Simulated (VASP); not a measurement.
# Ga2GeTeSe (P4/mmm) in VASP: relaxation of cell and atoms with PBE

Aim: the relaxation of cell and atoms of Ga2GeTeSe with PBE.

Everything below comes from runs of VASP 6.6.1. Logs are shortened: lines on timing, memory, paths and dates and some standing lists are left out, and cuts for length are marked.

### 1 The cell of the first run

The structure is tetragonal, space group P4/mmm (No. 123). Conventional cell: a = 5.094 Å, b = 5.094 Å, c = 5.399 Å, α = 90.00°, β = 90.00°, γ = 90.00°. Ga (site symmetry mmm) has 2 Se at 2.55 Å within 3.4 Å. Ge (site symmetry 4/mmm) has 2 Se at 2.70 Å within 3.6 Å. Te (site symmetry 4/mmm) has 4 Ge at 3.60 Å and 8 Ga at 3.71 Å and 8 Se at 4.50 Å within 4.7 Å. Se (site symmetry 4/mmm) has 4 Ga at 2.55 Å and 2 Ge at 2.70 Å within 3.4 Å.

### 2 Relaxation of cell and atoms, PBE

Contents of INCAR:

```
ALGO = Normal
EDIFF = 1E-7
EDIFFG = -0.01
ENCUT = 600
GGA = PE
IBRION = 2
ISIF = 3
ISMEAR = 0
LASPH = True
LCHARG = False
LREAL = False
LWAVE = False
NELM = 100
NSW = 100
PREC = Accurate
SIGMA = 0.1
```

Contents of KPOINTS:

```
k-points
0
Gamma
  8 8 8
```

Contents of POSCAR:

```
Ga2GeTeSe
1.0
    5.0943557984      0.0000000000      0.0000000000
    0.0000000000      5.0943557984      0.0000000000
    0.0000000000      0.0000000000      5.3990560223
Ga Ge Te Se
2 1 1 1
Direct
    0.0000000000      0.5000000000      0.5000000000
    0.5000000000      0.0000000000      0.5000000000
    0.5000000000      0.5000000000      0.0000000000
    0.0000000000      0.0000000000      0.0000000000
    0.5000000000      0.5000000000      0.5000000000
```

Potentials or basis: VASP PAW PBE potentials, release 64 (Ga_d, Ge_d, Te, Se).

On the command line:

```sh
$ cat potpaw_PBE.64/Ga_d/POTCAR potpaw_PBE.64/Ge_d/POTCAR potpaw_PBE.64/Te/POTCAR potpaw_PBE.64/Se/POTCAR > POTCAR
$ mpirun -np 1 vasp_std > vasp.out
```

OUTCAR:

```text
EDIFF = 1E-7
   EDIFFG = -0.01
   ENCUT = 600
   GGA = PE
   IBRION = 2
   ISIF = 3
   ISMEAR = 0
   LASPH = True
   LREAL = False
   NELM = 100
   NSW = 100
   PREC = Accurate

 ion  position               nearest neighbor table
   1  0.000  0.500  0.500-   5 2.55   5 2.55
   2  0.500  0.000  0.500-   5 2.55   5 2.55
   3  0.500  0.500  0.000-   5 2.70   5 2.70
   4  0.000  0.000  0.000-
   5  0.500  0.500  0.500-   1 2.55   2 2.55   2 2.55   1 2.55   3 2.70   3 2.70

  LATTYP: Found a simple tetragonal cell.
 ALAT       =     5.0943557984
 C/A-ratio  =     1.0598113355

  Lattice vectors:

 A1 = (   5.0943557984,   0.0000000000,   0.0000000000)
 A2 = (   0.0000000000,   5.0943557984,   0.0000000000)
 A3 = (   0.0000000000,   0.0000000000,   5.3990560223)

Analysis of symmetry for initial positions (statically):
=====================================================================
 Subroutine PRICEL returns:
 Original cell was already a primitive cell.

 Routine SETGRP: Setting up the symmetry group for a
 simple tetragonal supercell.

 Subroutine GETGRP returns: Found 16 space group operations
 (whereof 16 operations were pure point group operations)
 out of a pool of 16 trial point group operations.

The static configuration has the point symmetry D_4h.

Analysis of symmetry for dynamics (positions and initial velocities):
=====================================================================
 Subroutine PRICEL returns:
 Original cell was already a primitive cell.

 Routine SETGRP: Setting up the symmetry group for a
 simple tetragonal supercell.

 Subroutine GETGRP returns: Found 16 space group operations
 (whereof 16 operations were pure point group operations)
 out of a pool of 16 trial point group operations.

The dynamic configuration has the point symmetry D_4h.

 Subroutine INISYM returns: Found 16 space group operations
 (whereof 16 operations are pure point group operations),
 and found     1 'primitive' translations

----------------------------------------------------------------------------------------

                                     Primitive cell

  volume of cell :     140.1188

[... 93 lines left out ...]
   NELM   =    100;   NELMIN=  2; NELMDL= -5     # of ELM steps
   EDIFF  = 0.1E-06   stopping-criterion for ELM
   LREAL  =      F    real-space projection
   EDIFFG = -.1E-01   stopping-criterion for IOM
   NSW    =    100    number of steps for IOM
   IBRION =      2    ionic relax: 0-MD 1-quasi-New 2-CG
   NFREE  =      1    steps in history (QN), initial steepest desc. (CG)
   ISIF   =      3    stress and relaxation
   ISYM   =      2    0-nonsym 1-usesym 2-fastsym
   POTIM  = 0.5000    time-step for ionic-motion
   TEBEG  =    0.0;   TEEND  =   0.0 temperature during run
   PSTRESS=    0.0 pullay stress
   NELECT =      52.0000    total number of electrons
   NUPDOWN=      -1.0000    fix difference up-down
   EMIN   =  10.00;   EMAX   =-10.00  energy-range for DOS
   EFERMI =   0.00;   METHOD = LEGACY
   ISMEAR =     0;   SIGMA  =   0.10  broadening in eV -4-tet -1-fermi 0-gaus
   EFERMI_NEDOS =   21; number of points for ismear=-14 and -15
   IALGO  =     38    algorithm
   IMIX   =      4    mixing-type and parameters
     AMIX     =   0.40;   BMIX     =  1.00
     AMIX_MAG =   1.60;   BMIX_MAG =  1.00
  volume/ion in A,a.u.               =      28.02       189.11
  Fermi-wavevector in a.u.,A,eV,Ry     =   1.176460  2.223187 18.831253  1.384058
  Thomas-Fermi vector in A             =   2.312823
   LORBIT       =      0    0 simple, 1 ext, 2 COOP (PROOUT), +10 PAW based schemes
   GGA     = PE    functional components
   LHFCALC =     F    Hartree Fock is set to
   AEXX    =    0.0000 exact exchange contribution
   IVDW    =     0    specifies the selected vdW correction
   LEPSILON=     F    determine dielectric tensor
   LRPA    =     F    only Hartree local field effects (RPA)
 conjugate gradient relaxation of ions
 non-spin polarized calculation
 Gauss-broadening in eV      SIGMA  =   0.10
  energy-cutoff  :      600.00
  volume of cell :      140.12
 maximum number of plane-waves:      4726
 NGX is ok and might be reduce to    42
   NGX = 21   NGY = 21   NGZ = 21

--------------------------------------- Ionic step        1  -------------------------------------------

 number of electron      52.0000021 magnetization

 Free energy of the ion-electron system (eV)
  ---------------------------------------------------
  ext. energy  EPLUGINS =         0.00000000
  ---------------------------------------------------
  free energy    TOTEN  =       -15.48076704 eV

  energy without entropy =      -15.46774440  energy(sigma->0) =      -15.47425572

------------------------ aborting loop because EDIFF is reached ----------------------------------------

  FORCE on cell =-STRESS in cart. coord.  units (eV):
  Direction    XX          YY          ZZ          XY          YZ          ZX
  --------------------------------------------------------------------------------------
  -------------------------------------------------------------------------------------
  Total        1.9598704      1.9598704     -1.2480914      0.0000000     -0.0000000      0.0000000
  in kB       22.4099840     22.4099840    -14.2712031      0.0000000     -0.0000000      0.0000000
  external PRESSURE =      10.1829217 kB  Pullay stress =       0.0000000 kB
[... 182 lines left out ...]
--------------------------------------- Ionic step        6  -------------------------------------------

 number of electron      51.9999990 magnetization

 Free energy of the ion-electron system (eV)
  ---------------------------------------------------
  ext. energy  EPLUGINS =         0.00000000
  ---------------------------------------------------
  free energy    TOTEN  =       -15.56417077 eV

  energy without entropy =      -15.55888197  energy(sigma->0) =      -15.56152637

 E-fermi :   3.4898     XC(G=0):  -9.0501

 val. band max:        3.4455045034   @ k =   0.3750   0.1250   0.2500
 cond. band min:       3.5288469748   @ k =   0.3750   0.0000   0.5000
 fundamental gap:      0.0833424714
 Fermi energy:         3.4897867468

 k-point     1 :       0.0000    0.0000    0.0000
  band No.  band energies     occupation
      1     -21.7289      2.00000
      2     -21.7133      2.00000
      3     -21.7133      2.00000
      4     -21.7114      2.00000
      5     -21.7093      2.00000
      6     -11.7761      2.00000
[... 805 lines left out ...]
     30       5.8378      0.00000
     31       6.2157      0.00000

 [... further k-points ...]
[... 5 lines left out ...]
  --------------------------------------------------------------------------------------
  -------------------------------------------------------------------------------------
  Total        0.0007677      0.0007677      0.0114138      0.0000000      0.0000000      0.0000000
  in kB        0.0084022      0.0084022      0.1249214      0.0000000      0.0000000      0.0000000
  external PRESSURE =       0.0472419 kB  Pullay stress =       0.0000000 kB
[... 20 lines left out ...]
  FREE ENERGIE OF THE ION-ELECTRON SYSTEM (eV)
  ---------------------------------------------------
  free  energy   TOTEN  =       -15.5641707728 eV

  energy  without entropy=      -15.5588819749  energy(sigma->0) =      -15.56152637

 reached required accuracy - stopping structural energy minimisation
```

CONTCAR:

```text
Ga2GeTeSe
   1.00000000000000
     5.2668559606564846    0.0000000000000000    0.0000000000000000
    -0.0000000000000000    5.2668559606564846   -0.0000000000000000
    -0.0000000000000000   -0.0000000000000000    5.2771720535038273
  Ga              Ge              Te              Se
     2     1     1     1
Direct
     0.0000000000000000    0.5000000000000000    0.5000000000000000
     0.5000000000000000    0.0000000000000000    0.5000000000000000
     0.5000000000000000    0.5000000000000000    1.0000000000000000
     0.0000000000000000    1.0000000000000000    0.0000000000000000
     0.5000000000000000    0.5000000000000000    0.5000000000000000

  0.00000000E+00  0.00000000E+00  0.00000000E+00
  0.00000000E+00  0.00000000E+00  0.00000000E+00
  0.00000000E+00  0.00000000E+00  0.00000000E+00
  0.00000000E+00  0.00000000E+00  0.00000000E+00
  0.00000000E+00  0.00000000E+00  0.00000000E+00
```

Run time: 17 min. Hardware: 1 thread of Intel Xeon Platinum 8488C (Sapphire Rapids), shared host; peak memory 0.63 GiB.

Results:

```yaml
Free_energy: -15.5642 eV
Relaxed_volume: 29.28 Å³/atom
Relaxed_cell: a = 5.267 Å, b = 5.267 Å, c = 5.277 Å, α = 90.00°, β = 90.00°, γ = 90.00°
Space_group_after_relaxing_to_0.05_Å: P4/mmm (No. 123)
Energy_gained_by_relaxing: 16.7 meV/atom
Ionic_steps: 6
Pressure_after_relaxing: 0.0 GPa
Band_gap_on_the_k_mesh: zero (band 26 reaches 4.20 eV, above the bottom of band 27 at 3.00 eV)
```

The path:
| step | energy change (eV) | largest force (eV/Å) | pressure (GPa) | volume (Å³) |
| --- | --- | --- | --- | --- |
| 1 | 0.0000 | 0.0000 | 1.02 | 140.12 |
| 2 | -0.0659 | 0.0000 | 0.42 | 143.72 |
| 3 | -0.0820 | 0.0000 | -0.16 | 147.36 |
| 4 | -0.0834 | 0.0000 | -0.04 | 146.54 |
| 5 | -0.0833 | 0.0000 | -0.06 | 146.67 |
| 6 | -0.0834 | 0.0000 | 0.00 | 146.39 |

Final structure:
```
Ga Ge Te Se
1.0
     5.26686    0.00000    0.00000
     0.00000    5.26686    0.00000
     0.00000    0.00000    5.27717
Ga Ge Te Se
2 1 1 1
Cartesian
  0.0000 2.6334 2.6386
  2.6334 0.0000 2.6386
  2.6334 2.6334 5.2772
  0.0000 5.2669 0.0000
  2.6334 2.6334 2.6386
```

Caveat: spin-orbit coupling is left out, which moves the levels of the heavy elements.
